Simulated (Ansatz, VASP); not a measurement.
Be in VASP and in Ansatz

```
Be
1.0
    -1.16118    1.79103    3.08904
     1.16118   -1.79103    3.08904
     1.16118    1.79103   -3.08904
Be
3
Direct
  0.19713 0.19713 0.00000
  0.80287 0.80287 0.00000
  0.50000 0.00000 0.50000
```

Alike in both runs: functional PBE; k mesh 8 × 8 × 8; occupations gaussian, width 0.1 eV; no spin polarisation.

Ansatz relaxed the structure, and its values are those at the end. VASP's run is a single point on that final structure, the one shown.

|  | VASP | Ansatz |
| --- | --- | --- |
| version | VASP 6.6.1 | Ansatz 0.2.0 |
| potentials or method | VASP PAW PBE potentials, release 64 (Be), cutoff 520 eV | scalar-relativistic, plane waves, PAW |
| valence electrons in the cell | 6 | 6 |

|  | VASP | Ansatz | Ansatz less VASP |
| --- | --- | --- | --- |
| gap on the k mesh at the Fermi level (eV) | none | none | - |
| pressure (GPa) | 0.2 | 0.1 | -0.14 |
| rms of the force components (eV/Å) | 0.007 | 0.005 | -0.0020 |

A gap of «none» marks a metal or a gap that the smearing closes.

The k mesh is coarse, so the values compare programs but aren't converged.
